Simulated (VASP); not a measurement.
# Rh (Fm-3m) in VASP: a series of runs, part 2 of 2

VASP 6.6.1. Earlier steps stand in the parts before.

### 4 Electric field gradients, LDA

This run uses another cell than the first one, of 13.78 Å³/atom, 0.980 times its volume.

INCAR reads:

```
SYSTEM = Rh
ALGO = Normal
EDIFF = 1E-8
ENCUT = 520
GGA = CA
ISIF = 2
ISMEAR = -1
LASPH = .TRUE.
LCHARG = .FALSE.
LEFG = .TRUE.
LREAL = .FALSE.
LWAVE = .FALSE.
NBANDS = 14
NELM = 80
PREC = Accurate
SIGMA = 0.05
```

KPOINTS reads:

```
k-points
0
G
  5 5 5
  0 0 0
```

POSCAR reads:

```
Rh
1.0
    0.0000000000      1.9029860865      1.9029860865
    1.9029860865      0.0000000000      1.9029860865
    1.9029860865      1.9029860865      0.0000000000
Rh
1
Direct
    0.0000000000      0.0000000000      0.0000000000
```

Potentials or basis: VASP PAW LDA potentials, release 64 (Rh_pv).

Run with:

```console
$ cat potpaw_LDA.64/Rh_pv/POTCAR > POTCAR
$ mpirun -np 1 vasp_std > vasp.out
```

OUTCAR:

```text
SYSTEM = Rh
   EDIFF = 1E-8
   ENCUT = 520
   GGA = CA
   ISIF = 2
   ISMEAR = -1
   LASPH = .TRUE.
   LREAL = .FALSE.
   NELM = 80
   PREC = Accurate

 ion  position               nearest neighbor table
   1  0.000  0.000  0.000-

  LATTYP: Found a face centered cubic cell.
 ALAT       =     3.8059721730

  Lattice vectors:

 A1 = (   0.0000000000,   1.9029860865,   1.9029860865)
 A2 = (   1.9029860865,   0.0000000000,   1.9029860865)
 A3 = (   1.9029860865,   1.9029860865,   0.0000000000)

Analysis of symmetry for initial positions (statically):
=====================================================================
 Subroutine PRICEL returns:
 Original cell was already a primitive cell.

 Routine SETGRP: Setting up the symmetry group for a
 face centered cubic supercell.

 Subroutine GETGRP returns: Found 48 space group operations
 (whereof 48 operations were pure point group operations)
 out of a pool of 48 trial point group operations.

The static configuration has the point symmetry O_h .

Analysis of symmetry for dynamics (positions and initial velocities):
=====================================================================
 Subroutine PRICEL returns:
 Original cell was already a primitive cell.

 Routine SETGRP: Setting up the symmetry group for a
 face centered cubic supercell.

 Subroutine GETGRP returns: Found 48 space group operations
 (whereof 48 operations were pure point group operations)
 out of a pool of 48 trial point group operations.

The dynamic configuration has the point symmetry O_h .

 Subroutine INISYM returns: Found 48 space group operations
 (whereof 48 operations are pure point group operations),
 and found     1 'primitive' translations

----------------------------------------------------------------------------------------

                                     Primitive cell

  volume of cell :      13.7828

  direct lattice vectors                    reciprocal lattice vectors
     0.000000000  1.902986086  1.902986086    -0.262744958  0.262744958  0.262744958
     1.902986086  0.000000000  1.902986086     0.262744958 -0.262744958  0.262744958
     1.902986086  1.902986086  0.000000000     0.262744958  0.262744958 -0.262744958

  length of vectors
     2.691228733  2.691228733  2.691228733     0.455087617  0.455087617  0.455087617

  position of ions in fractional coordinates (direct lattice)
     0.000000000  0.000000000  0.000000000

  ion indices of the primitive-cell ions
   primitive index   ion index
                 1           1

----------------------------------------------------------------------------------------

 KPOINTS: k-points

Automatic generation of k-mesh.
 Grid dimensions read from file:
 generate k-points for:    5    5    5

 Generating k-lattice:

  Cartesian coordinates                     Fractional coordinates (reciprocal lattice)
[... 55 lines left out ...]
   PSTRESS=    0.0 pullay stress
   NELECT =      15.0000    total number of electrons
   NUPDOWN=      -1.0000    fix difference up-down
   EMIN   =  10.00;   EMAX   =-10.00  energy-range for DOS
   EFERMI =   0.00;   METHOD = LEGACY
   ISMEAR =    -1;   SIGMA  =   0.05  broadening in eV -4-tet -1-fermi 0-gaus
   EFERMI_NEDOS =   21; number of points for ismear=-14 and -15
   IALGO  =     38    algorithm
   IMIX   =      4    mixing-type and parameters
     AMIX     =   0.40;   BMIX     =  1.00
     AMIX_MAG =   1.60;   BMIX_MAG =  1.00
  volume/ion in A,a.u.               =      13.78        93.01
  Fermi-wavevector in a.u.,A,eV,Ry     =   1.683939  3.182183 38.581359  2.835650
  Thomas-Fermi vector in A             =   2.767050
   LORBIT       =      0    0 simple, 1 ext, 2 COOP (PROOUT), +10 PAW based schemes
   GGA     = CA    functional components
   LHFCALC =     F    Hartree Fock is set to
   AEXX    =    0.0000 exact exchange contribution
   IVDW    =     0    specifies the selected vdW correction
   LEPSILON=     F    determine dielectric tensor
   LRPA    =     F    only Hartree local field effects (RPA)
 non-spin polarized calculation
  energy-cutoff  :      520.00
  volume of cell :       13.78
 maximum number of plane-waves:       377
   NGX =  9   NGY =  9   NGZ =  9

 number of electron      15.0000007 magnetization

 Free energy of the ion-electron system (eV)
  ---------------------------------------------------
  ext. energy  EPLUGINS =         0.00000000
  ---------------------------------------------------
  free energy    TOTEN  =        -8.52260485 eV

  energy without entropy =       -8.49746996  energy(sigma->0) =       -8.51003741

 E-fermi :  11.9377     XC(G=0): -14.3333

 val. band max:       11.9358280627   @ k =   0.4000   0.0000   0.0000
 cond. band min:      12.0600105439   @ k =  -0.4000   0.4000   0.2000
 fundamental gap:      0.1241824812
 Fermi energy:        11.9377113719

 k-point     1 :       0.0000    0.0000    0.0000
  band No.  band energies     occupation
      1     -34.4597      2.00000
      2     -34.4597      2.00000
      3     -34.4597      2.00000
      4       3.6495      2.00000
      5       8.5785      2.00000
      6       8.5785      2.00000
      7       8.5785      2.00000
      8      10.7164      2.00000
      9      10.7164      2.00000
     10      27.5933      0.00000
     11      32.1008      0.00000
     12      33.0119      0.00000
     13      33.0119      0.00000
     14      33.0119      0.00000
[... 139 lines left out ...]
      1     -35.0212      2.00000
      2     -34.8505      2.00000
      3     -34.6856      2.00000
      4       6.8405      2.00000
      5       7.2057      2.00000
      6       8.3055      2.00000
      7      10.7729      2.00000
      8      12.0600      0.15947
      9      17.4538      0.00000
     10      23.4764      0.00000
     11      23.8007      0.00000
     12      26.5863      0.00000
     13      32.1021      0.00000
     14      36.2650      0.00000

------------------------ aborting loop because EDIFF is reached ----------------------------------------

  FORCE on cell =-STRESS in cart. coord.  units (eV):
  Direction    XX          YY          ZZ          XY          YZ          ZX
  --------------------------------------------------------------------------------------
  -------------------------------------------------------------------------------------
  Total       -0.7066021     -0.7066021     -0.7066021     -0.0000000      0.0000000     -0.0000000
  in kB      -82.1388595    -82.1388595    -82.1388595     -0.0000000      0.0000000     -0.0000000
  external PRESSURE =     -82.1388595 kB  Pullay stress =       0.0000000 kB

 VOLUME and BASIS-vectors are now :
 -----------------------------------------------------------------------------
  energy-cutoff  :      520.00
  volume of cell :       13.78
      direct lattice vectors                 reciprocal lattice vectors
     0.000000000  1.902986086  1.902986086    -0.262744958  0.262744958  0.262744958
     1.902986086  0.000000000  1.902986086     0.262744958 -0.262744958  0.262744958
     1.902986086  1.902986086  0.000000000     0.262744958  0.262744958 -0.262744958

 POSITION                                       TOTAL-FORCE (eV/Angst)
 -----------------------------------------------------------------------------------
      0.00000      0.00000      0.00000        -0.000000      0.000000      0.000000
 -----------------------------------------------------------------------------------
    total drift:                                0.000000     -0.000000      0.000000

  FREE ENERGIE OF THE ION-ELECTRON SYSTEM (eV)
  ---------------------------------------------------
  free  energy   TOTEN  =        -8.5226048515 eV

  energy  without entropy=       -8.4974699639  energy(sigma->0) =       -8.51003741

 Electric field gradients (V/A^2)
---------------------------------------------------------------------
 ion       V_xx      V_yy      V_zz      V_xy      V_xz      V_yz
---------------------------------------------------------------------
   1      -0.000     0.000     0.000     0.001     0.001     0.001
---------------------------------------------------------------------

 Electric field gradients after diagonalization (V/A^2)
 (convention: |V_zz| > |V_xx| > |V_yy|)
----------------------------------------------------------------------
 ion       V_xx      V_yy      V_zz     asymmetry (V_yy - V_xx)/ V_zz
----------------------------------------------------------------------
   1      -0.001    -0.001     0.001       0.000
----------------------------------------------------------------------

           NMR quadrupolar parameters

 Cq : quadrupolar parameter    Cq=e*Q*V_zz/h
 eta: asymmetry parameters     (V_yy - V_xx)/ V_zz
 Q  : nuclear electric quadrupole moment in mb (millibarn)
----------------------------------------------------------------------
 ion       Cq(MHz)       eta       Q (mb)
----------------------------------------------------------------------
   1       0.000       0.000       1.000
----------------------------------------------------------------------
```

OSZICAR:

```text
N       E                     dE             d eps       ncg     rms          rms(c)
DAV:   1     0.129747712818E+03    0.12975E+03   -0.85761E+03   280   0.115E+03
DAV:   2    -0.744687244064E+01   -0.13719E+03   -0.13144E+03   322   0.358E+02
DAV:   3    -0.904609287521E+01   -0.15992E+01   -0.15920E+01   340   0.429E+01
DAV:   4    -0.905238199045E+01   -0.62891E-02   -0.62889E-02   334   0.269E+00
DAV:   5    -0.905243998598E+01   -0.57996E-04   -0.57993E-04   310   0.228E-01    0.109E+01
DAV:   6    -0.854772821820E+01    0.50471E+00   -0.91046E-01   304   0.125E+01    0.391E+00
DAV:   7    -0.852762784846E+01    0.20100E-01   -0.40298E-02   298   0.172E+00    0.170E+00
DAV:   8    -0.852264908247E+01    0.49788E-02   -0.44514E-03   298   0.926E-01    0.845E-02
DAV:   9    -0.852259919159E+01    0.49891E-04   -0.11204E-04   316   0.148E-01    0.184E-02
DAV:  10    -0.852260491490E+01   -0.57233E-05   -0.24924E-06   316   0.174E-02    0.603E-03
DAV:  11    -0.852260485477E+01    0.60129E-07   -0.32282E-07   328   0.765E-03    0.646E-04
DAV:  12    -0.852260485150E+01    0.32787E-08   -0.57522E-09   182   0.108E-03
   1 F= -.85226049E+01 E0= -.85100374E+01  d E =-.251349E-01
```

stdout:

```text
POSCAR found type information on POSCAR Rh
 POSCAR found :  1 types and       1 ions
 scaLAPACK will be used
 LDA part: xc-table for (Slater(with rela. corr.)+CA(PZ))
 , standard interpolation
 POSCAR, INCAR and KPOINTS ok, starting setup
 FFT: planning ... GRIDC
 FFT: planning ... GRID_SOFT
 FFT: planning ... GRID
 WAVECAR not read
 entering main loop
ion   1
```

Run time: 3.1 s. Hardware: 1 thread of Intel Xeon 8259CL, shared host; peak memory 0.12 GiB.

What came out:

- Free energy: -8.5226 eV
- Pressure: -8.2 GPa

Caveat: the k points lie up to 0.57 Å⁻¹ apart; without QUAD_EFG the Cq values of the log hold for a quadrupole moment of 1 mb, not for the nuclei.

### 5 Summary

| cell | k mesh | gap on the mesh (eV) | pressure (GPa) |
| --- | --- | --- | --- |
| a = 2.709 Å, angles 60.0°, 1 atom | 18 × 18 × 18 | none | -15.9 |
| a = 2.744 Å, angles 60.0°, 1 atom | 18 × 18 × 18 | none | -23.8 |
| a = 2.691 Å, angles 60.0°, 1 atom | 5 × 5 × 5 | none | -8.2 |

Alike in all rows: task electric field gradients; level LDA; potentials or basis VASP PAW LDA potentials, release 64 (Rh_pv); no spin polarisation; cutoff (eV) 520; smearing fermi-dirac 0.05 eV.

Caveats: some runs use coarse meshes.

Total energies depend on the potentials used, so only differences within one code and one set of settings carry meaning.
